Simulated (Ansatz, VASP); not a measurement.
TiB2 in VASP and in Ansatz

```
Ti B
1.0
     3.02920    0.00000    0.00000
    -1.51460    2.62336    0.00000
     0.00000    0.00000    3.22840
Ti B
1 2
Direct
  0.00000 0.00000 0.00000
  0.32993 0.68057 0.49576
  0.66667 0.33333 0.50000
```

Alike in both runs: task single point; functional PBE; k mesh 12 × 12 × 10; occupations gaussian, width 0.05 eV; no spin polarisation.

|  | VASP | Ansatz |
| --- | --- | --- |
| version | VASP 6.6.1 | Ansatz 0.2.0 |
| potentials or method | VASP PAW PBE potentials, release 64 (Ti_sv, B), cutoff 520 eV | scalar-relativistic, plane waves, PAW |
| valence electrons in the cell | 18 | 18 |

Ansatz gave:

```
gap on the k mesh at the Fermi level (eV)                     : none
pressure (GPa)                                                : 0.5
traceless stress, the component that is largest in VASP (GPa) : 1.08
rms of the force components (eV/Å)                            : 0.368
```

Task: What did VASP give for the same quantities?

Result: gap on the k mesh at the Fermi level (eV): none; pressure (GPa): 0.8; traceless stress, the component that is largest in VASP (GPa): 1.08; rms of the force components (eV/Å): 0.370.

Atom by atom the forces differ by 0.002 eV/Å (rms over components). A gap of «none» marks a metal or a gap that the smearing closes.
